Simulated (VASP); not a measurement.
A run of VASP 6.6.1:

INCAR

```
ALGO = Normal
EDIFF = 1E-7
ENCUT = 520
GGA = PS
ISIF = 2
ISMEAR = -1
LASPH = True
LCHARG = False
LREAL = False
LWAVE = False
NBANDS = 41
NELM = 60
PREC = Accurate
SIGMA = 0.03
```

File KPOINTS:

```
k-points
0
Gamma
  6 6 6
```

The input POSCAR:

```
BeCu2SnSe4
1.0
   -2.7503276693      2.7503276693      5.5745453874
    2.7503276693     -2.7503276693      5.5745453874
    2.7503276693      2.7503276693     -5.5745453874
Cu Be Sn Se
2 1 1 4
Direct
    0.7500000000      0.2500000000      0.5000000000
    0.2500000000      0.7500000000      0.5000000000
    0.0000000000      0.0000000000      0.0000000000
    0.5000000000      0.5000000000      0.0000000000
    0.9080190168      0.9080190168      0.5573490562
    0.0919809832      0.6493300394      0.0000000000
    0.6493300394      0.0919809832      0.0000000000
    0.3506699606      0.3506699606      0.4426509438
```

Potentials or basis: VASP PAW PBE potentials, release 64 (Cu, Be, Sn_d, Se).

The run is started by

```console
$ cat potpaw_PBE.64/Cu/POTCAR potpaw_PBE.64/Be/POTCAR potpaw_PBE.64/Sn_d/POTCAR potpaw_PBE.64/Se/POTCAR > POTCAR
$ mpirun -np 1 vasp_std > vasp.out
```

Hardware: 1 thread of Intel(R) Xeon(R) Platinum 8375C CPU @ 2.90GHz (Ice Lake), with other jobs on the host.

Problem. Estimate the wall time of this run.

Solution. Wall time 7.9 min on 1 thread of Intel(R) Xeon(R) Platinum 8375C CPU @ 2.90GHz (Ice Lake) (shared host), peak memory 0.53 GiB. Counts: scf iterations 18, k points 30.
